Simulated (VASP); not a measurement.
The system is Os.

```
Os
1.0
     2.73410    0.00000    0.00000
    -1.36705    2.36780    0.00000
     0.00000    0.00000    4.31970
Os
2
Direct
  0.66667 0.33333 0.75000
  0.33333 0.66667 0.25000
```

Program: VASP 6.6.1. Alike in all runs: task single point; potentials or basis VASP PAW PBE potentials, release 64 (Os); no spin polarisation; cell as given; cutoff (eV) 520; smearing fermi-dirac 0.05 eV.

Problem. Order these runs on this cell by their pressure, lowest first.
A. level PBE; k mesh 6 × 6 × 4
B. level r2SCANh; k mesh 6 × 6 × 3; grid for exact exchange (PRECFOCK) Normal
C. level BLYP; k mesh 11 × 11 × 6
D. level r2SCAN; k mesh 11 × 11 × 6

Solution. B (-1.5 GPa), D (2.1 GPa), A (9.5 GPa), C (29.6 GPa).

Caveats: some runs use coarse meshes; the PAW data sets were made with another functional, which shifts forces and pressure a little (some runs).
